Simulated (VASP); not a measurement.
# Mg in VASP: further runs

The runs below take Mg through single point, relaxation of the atoms, with PBE.

Program: VASP 6.6.1. These are calculated values, not measurements. Logs are shortened: lines on timing, memory, paths and dates and some standing lists are left out, and cuts for length are marked.

## Step 1: The cell of the first run

The cell holds a slab with vacuum, 6 atoms: a = 3.209 Å, b = 3.209 Å, c = 27.865 Å, α = 90.00°, β = 90.00°, γ = 120.00°.

## Step 2: Single point, PBE

INCAR

```
PREC = Accurate
ENCUT = 520
EDIFF = 1E-7
ISMEAR = 0
SIGMA = 0.1
LREAL = F
LASPH = T
NELM = 60
ALGO = Fast
ISIF = 2
LWAVE = F
LCHARG = T
LDIPOL = T
IDIPOL = 3
DIPOL = 0.5 0.5 0.500
GGA = PE
LELF = T
LVHAR = T
LVACPOTAV = T
NBANDS = 15
```

KPOINTS

```
regular mesh
0
Gamma
  12 12 1
```

POSCAR

```
Mg
1.0
    3.2088450500      0.0000000000      0.0000000000
   -1.6044225250      2.7789413301      0.0000000000
    0.0000000000      0.0000000000     27.8647903989
Mg
6
Direct
    0.6666666667      0.3333333333      0.2691568784
    0.3333333333      0.6666666667      0.3614941270
    0.6666666667      0.3333333333      0.4538313757
    0.3333333333      0.6666666667      0.5461686243
    0.6666666667      0.3333333333      0.6385058730
    0.3333333333      0.6666666667      0.7308431216
```

Potentials or basis: VASP PAW PBE potentials, release 64 (Mg).

Started as:

```sh
$ cat potpaw_PBE.64/Mg/POTCAR > POTCAR
$ mpirun -np 1 vasp_std > vasp.out
```

OUTCAR:

```text
PREC = Accurate
   ENCUT = 520
   EDIFF = 1E-7
   ISMEAR = 0
   LREAL = F
   LASPH = T
   NELM = 60
   ISIF = 2
   GGA = PE

 ion  position               nearest neighbor table
   1  0.667  0.333  0.269-   2 3.17   2 3.17   2 3.17
   2  0.333  0.667  0.361-   1 3.17   1 3.17   1 3.17   3 3.17   3 3.17   3 3.17
   3  0.667  0.333  0.454-   4 3.17   4 3.17   4 3.17   2 3.17   2 3.17   2 3.17
   4  0.333  0.667  0.546-   3 3.17   3 3.17   3 3.17   5 3.17   5 3.17   5 3.17
   5  0.667  0.333  0.639-   6 3.17   6 3.17   6 3.17   4 3.17   4 3.17   4 3.17
   6  0.333  0.667  0.731-   5 3.17   5 3.17   5 3.17

  LATTYP: Found a hexagonal cell.
 ALAT       =     3.2088450500
 C/A-ratio  =     8.6837444516

  Lattice vectors:

 A1 = (   3.2088450500,   0.0000000000,   0.0000000000)
 A2 = (  -1.6044225250,   2.7789413301,   0.0000000000)
 A3 = (   0.0000000000,   0.0000000000,  27.8647903989)

Analysis of symmetry for initial positions (statically):
=====================================================================
 Subroutine PRICEL returns:
 Original cell was already a primitive cell.

 Routine SETGRP: Setting up the symmetry group for a
 hexagonal supercell.

 Subroutine GETGRP returns: Found 12 space group operations
 (whereof 12 operations were pure point group operations)
 out of a pool of 24 trial point group operations.

The static configuration has the point symmetry D_3d.

Analysis of symmetry for dynamics (positions and initial velocities):
=====================================================================
 Subroutine PRICEL returns:
 Original cell was already a primitive cell.

 Routine SETGRP: Setting up the symmetry group for a
 hexagonal supercell.

 Subroutine GETGRP returns: Found 12 space group operations
 (whereof 12 operations were pure point group operations)
 out of a pool of 24 trial point group operations.

The dynamic configuration has the point symmetry D_3d.

 Subroutine INISYM returns: Found 12 space group operations
 (whereof 12 operations are pure point group operations),
 and found     1 'primitive' translations

----------------------------------------------------------------------------------------

                                     Primitive cell

  volume of cell :     248.4757

  direct lattice vectors                    reciprocal lattice vectors
     3.208845050  0.000000000  0.000000000     0.311638607  0.179924633  0.000000000
[... 109 lines left out ...]
  volume/ion in A,a.u.               =      41.41       279.47
  Fermi-wavevector in a.u.,A,eV,Ry     =   0.596175  1.126608  4.835850  0.355425
  Thomas-Fermi vector in A             =   1.646421
   LORBIT       =      0    0 simple, 1 ext, 2 COOP (PROOUT), +10 PAW based schemes
   GGA     = PE    functional components
   LHFCALC =     F    Hartree Fock is set to
   AEXX    =    0.0000 exact exchange contribution
   IVDW    =     0    specifies the selected vdW correction
   LEPSILON=     F    determine dielectric tensor
   LRPA    =     F    only Hartree local field effects (RPA)
 non-spin polarized calculation
 RMM-DIIS sequential band-by-band and
 Gauss-broadening in eV      SIGMA  =   0.10
  energy-cutoff  :      520.00
  volume of cell :      248.48
 maximum number of plane-waves:      6774
 NGX is ok and might be reduce to    24
   NGX = 11   NGY = 11   NGZ =103

 number of electron      12.0000000 magnetization

 dipolmoment           0.000000      0.000000      0.000000 electrons x Angstroem

 Free energy of the ion-electron system (eV)
  ---------------------------------------------------
  ext. energy  EPLUGINS =         0.00000000
  ---------------------------------------------------
  free energy    TOTEN  =        -8.40000436 eV

  energy without entropy =       -8.37950261  energy(sigma->0) =       -8.38975348

 E-fermi :  -0.1667     XC(G=0):  -5.3254

 val. band max:       -0.1906030988   @ k =   0.3333   0.2500   0.0000
 cond. band min:      -0.1472526943   @ k =   0.2500   0.0000   0.0000
 fundamental gap:      0.0433504045
 Fermi energy:        -0.1666985172

 k-point     1 :       0.0000    0.0000    0.0000
  band No.  band energies     occupation
      1      -6.9158      2.00000
      2      -6.5175      2.00000
      3      -5.8759      2.00000
      4      -4.9706      2.00000
      5      -3.8343      2.00000
      6      -2.4725      2.00000
      7      -1.2790      2.00000
      8       0.4513      0.00000
      9       1.9064      0.00000
     10       3.0112      0.00000
     11       3.3943      0.00000
     12       4.6511      0.00000
     13       4.7150      0.00000
     14       6.7548      0.00000
[... 311 lines left out ...]
      2      -0.6437      2.00000
      3      -0.6437      2.00000
      4      -0.3098      1.95705
      5      -0.3098      1.95705
      6      -0.2879      1.91360
      7       0.2129      0.00000
      8       0.2129      0.00000
      9       0.2960      0.00000
     10       1.1279      0.00000
     11       1.7307      0.00000
     12       1.7307      0.00000
     13       2.1812      0.00000
     14       2.6810      0.00000
     15       2.6810      0.00000

------------------------ aborting loop because EDIFF is reached ----------------------------------------

  FORCE on cell =-STRESS in cart. coord.  units (eV):
  Direction    XX          YY          ZZ          XY          YZ          ZX
  --------------------------------------------------------------------------------------
  -------------------------------------------------------------------------------------
  Total       -1.0924361     -1.0924361      0.1274110     -0.0000000     -0.0000000     -0.0000000
  in kB       -7.0440548     -7.0440548      0.8215495     -0.0000000     -0.0000000     -0.0000000
  external PRESSURE =      -4.4221867 kB  Pullay stress =       0.0000000 kB

 VOLUME and BASIS-vectors are now :
 -----------------------------------------------------------------------------
  energy-cutoff  :      520.00
  volume of cell :      248.48
      direct lattice vectors                 reciprocal lattice vectors
     3.208845050  0.000000000  0.000000000     0.311638607  0.179924633  0.000000000
    -1.604422525  2.778941330  0.000000000     0.000000000  0.359849267  0.000000000
     0.000000000  0.000000000 27.864790399     0.000000000  0.000000000  0.035887584

 POSITION                                       TOTAL-FORCE (eV/Angst)
 -----------------------------------------------------------------------------------
      1.60442      0.92631      7.50000         0.000000      0.000000     -0.050533
     -0.00000      1.85263     10.07296         0.000000     -0.000000      0.069072
      1.60442      0.92631     12.64592         0.000000     -0.000000     -0.005933
     -0.00000      1.85263     15.21887         0.000000      0.000000      0.005933
      1.60442      0.92631     17.79183         0.000000      0.000000     -0.069072
     -0.00000      1.85263     20.36479        -0.000000      0.000000      0.050533
 -----------------------------------------------------------------------------------
    total drift:                                0.000000     -0.000000      0.000000

  FREE ENERGIE OF THE ION-ELECTRON SYSTEM (eV)
  ---------------------------------------------------
  free  energy   TOTEN  =        -8.4000043561 eV

  energy  without entropy=       -8.3795026083  energy(sigma->0) =       -8.38975348

 vacuum level on the upper side and lower side of the slab         3.560         3.560
```

stdout:

```text
POSCAR found type information on POSCAR Mg
 POSCAR found :  1 types and       6 ions
 scaLAPACK will be used
 LDA part: xc-table for (Slater+PW92), standard interpolation
 POSCAR, INCAR and KPOINTS ok, starting setup
 FFT: planning ... GRIDC
 FFT: planning ... GRID_SOFT
 FFT: planning ... GRID
 WAVECAR not read
 entering main loop
 -----------------------------------------------------------------------------
|                                                                             |
|           W    W    AA    RRRRR   N    N  II  N    N   GGGG   !!!           |
|           W    W   A  A   R    R  NN   N  II  NN   N  G    G  !!!           |
|           W    W  A    A  R    R  N N  N  II  N N  N  G       !!!           |
|           W WW W  AAAAAA  RRRRR   N  N N  II  N  N N  G  GGG   !            |
|           WW  WW  A    A  R   R   N   NN  II  N   NN  G    G                |
|           W    W  A    A  R    R  N    N  II  N    N   GGGG   !!!           |
|                                                                             |
|     Did not find any points to average over, which means that no vacuum     |
|     field-free region was found. Please increase the size of  your cell     |
|     in the dimension of the dipole correction to obtain accurate            |
|     workfunction values.                                                    |
|                                                                             |
 -----------------------------------------------------------------------------
```

Wall time 2.8 min (1 thread of Oxide Virtual Turin-like, shared host); peak memory 0.3 GiB.

Results:

```yaml
Free_energy: -8.4000 eV
Largest_force: 0.069 eV/Å
Band_gap_on_the_k_mesh: zero (bands 6 and 7 overlap by 1.91 eV)
```

Forces on the atoms (eV/Å):
```
Mg   0.000  0.000 -0.051
Mg   0.000  0.000  0.069
Mg   0.000  0.000 -0.006
Mg   0.000  0.000  0.006
Mg   0.000  0.000 -0.069
Mg   0.000  0.000  0.051
```

## Step 3: Single point, PBE

INCAR

```
ALGO = Normal
DIPOL = 0.5 0.5 0.500
EDIFF = 1E-6
ENCUT = 520
GGA = PE
IDIPOL = 3
ISIF = 2
ISMEAR = 0
LASPH = T
LCHARG = T
LDIPOL = T
LELF = T
LREAL = F
LVACPOTAV = T
LVHAR = T
LWAVE = F
NBANDS = 15
NELM = 60
PREC = Accurate
SIGMA = 0.1
```

KPOINTS

```
k-points
0
Gamma
  12 12 1
```

POSCAR

```
Mg
1.0
    3.2088450500      0.0000000000      0.0000000000
   -1.6044225250      2.7789413301      0.0000000000
    0.0000000000      0.0000000000     27.8647903989
Mg
6
Direct
    0.6666666667      0.3333333333      0.2684822364
    0.3333333333      0.6666666667      0.3619119851
    0.6666666667      0.3333333333      0.4539157757
    0.3333333333      0.6666666667      0.5460842272
    0.6666666667      0.3333333333      0.6380880120
    0.3333333333      0.6666666667      0.7315177636
```

Potentials or basis: VASP PAW PBE potentials, release 64 (Mg).

Started as:

```sh
$ cat potpaw_PBE.64/Mg/POTCAR > POTCAR
$ mpirun -np 1 vasp_std > vasp.out
```

It took 2.9 min on 1 thread of Oxide Virtual Turin-like, shared host; peak memory 0.31 GiB.

It converged, with:

```
Free energy            : -8.4022 eV
Largest force          : 0.019 eV/Å
Band gap on the k mesh : zero (bands 6 and 7 overlap by 1.92 eV)
```

Forces on the atoms (eV/Å):
```
Mg   0.000  0.000 -0.014
Mg   0.000  0.000  0.019
Mg   0.000  0.000  0.002
Mg   0.000  0.000 -0.002
Mg   0.000  0.000 -0.019
Mg   0.000  0.000  0.014
```

Levels at points of the mesh, in eV from the Fermi level:
| k point | band 3 | band 4 | band 5 | band 6 | band 7 | band 8 | band 9 | band 10 |
| --- | --- | --- | --- | --- | --- | --- | --- | --- |
| (0.00, 0.00, 0.00) | -5.69 | -4.81 | -3.69 | -2.32 | -1.13 | 0.60 | 2.05 | 3.16 |
| (0.50, 0.00, 0.00) | -1.63 | -1.61 | -1.06 | -1.01 | -0.04 | 0.05 | 0.98 | 1.10 |

## Step 4: Relaxation of the atoms, PBE

INCAR

```
SYSTEM = Mg
ALGO     = Normal         ! electronic algorithm
DIPOL    = 0.5 0.5 0.500
EDIFF    = 1E-7           ! SCF threshold, eV
EDIFFG   = -0.02          ! ionic threshold
ENCUT    = 520            ! plane-wave cutoff, eV
GGA      = PE             ! functional
IBRION   = 2              ! ionic algorithm
IDIPOL   = 3            
ISIF     = 2              ! what is computed and relaxed
ISMEAR   = 0              ! smearing method
LASPH    = .True.         ! aspherical terms in the spheres
LCHARG   = .False.        ! write CHGCAR
LDIPOL   = .True.       
LREAL    = .False.        ! projectors in reciprocal space
LWAVE    = .False.        ! write WAVECAR
NELM     = 80             ! most SCF steps
NSW      = 80             ! ionic steps
PREC     = Accurate       ! precision mode
SIGMA    = 0.1            ! smearing width, eV
```

KPOINTS

```
k-points
0
Gamma
  12 12 1
  0 0 0
```

POSCAR

```
Mg
1.0
    3.2088450500      0.0000000000      0.0000000000
   -1.6044225250      2.7789413301      0.0000000000
    0.0000000000      0.0000000000     27.8647903989
Mg
6
Direct
    0.6666666667      0.3333333333      0.2691568784
    0.3333333333      0.6666666667      0.3614941270
    0.6666666667      0.3333333333      0.4538313757
    0.3333333333      0.6666666667      0.5461686243
    0.6666666667      0.3333333333      0.6385058730
    0.3333333333      0.6666666667      0.7308431216
```

Started as:

```sh
$ cat potpaw_PBE.64/Mg/POTCAR > POTCAR
$ mpirun -np 1 vasp_std > vasp.out
```

Wall time 4.3 min (1 thread of Oxide Virtual Turin-like, shared host); peak memory 0.32 GiB.

Results (log left out):

- Free energy: -8.4023 eV
- Energy gained by relaxing: 0.4 meV/atom
- Ionic steps: 6
- Largest force after relaxing: 0.019 eV/Å
- Band gap on the k mesh: zero (bands 6 and 7 overlap by 1.92 eV)

Forces in eV/Å, atoms in the order of the input:
```
Mg   0.000  0.000 -0.006
Mg   0.000  0.000 -0.003
Mg   0.000  0.000  0.019
Mg   0.000  0.000 -0.019
Mg   0.000  0.000  0.003
Mg   0.000  0.000  0.006
```

The path:
```tsv
step	energy change (eV)	largest force (eV/Å)	pressure (GPa)
1	0.0000	0.0691	-0.44
2	-0.0006	0.0568	-0.45
3	-0.0019	0.0221	-0.47
4	-0.0012	0.0555	-0.49
5	-0.0021	0.0299	-0.48
6	-0.0023	0.0193	-0.48
```

Final structure:
```
Mg
1.0
     3.20885    0.00000    0.00000
    -1.60442    2.77894    0.00000
     0.00000    0.00000   27.86479
Mg
6
Cartesian
  1.6044 0.9263 7.4839
  0.0000 1.8526 10.0935
  1.6044 0.9263 12.6470
  0.0000 1.8526 15.2178
  1.6044 0.9263 17.7713
  0.0000 1.8526 20.3809
```

Levels at points of the mesh, in eV from the Fermi level:
| k point | band 4 | band 5 | band 6 | band 7 | band 8 | band 9 |
| --- | --- | --- | --- | --- | --- | --- |
| (0.00, 0.00, 0.00) | -4.82 | -3.69 | -2.32 | -1.12 | 0.61 | 2.05 |
| (0.50, 0.00, 0.00) | -1.61 | -1.05 | -1.01 | -0.04 | 0.04 | 0.98 |

## Step 5: The runs side by side

| task | cell | gap on the mesh (eV) | largest force (eV/Å) |
| --- | --- | --- | --- |
| single point | as given, atomic positions A | none | 0.07 |
| single point | as given, atomic positions B | none | 0.02 |
| relaxation of the atoms | atoms relaxed, atomic positions A | none | 0.02 |

Alike in all rows: level PBE; potentials or basis VASP PAW PBE potentials, release 64 (Mg); no spin polarisation; k mesh 12 × 12 × 1; cutoff (eV) 520; smearing gaussian 0.1 eV.

Absolute energies hang on the potentials; compare differences alone.

The gap in the log of VASP goes by the Fermi energy; the results here count the filled bands.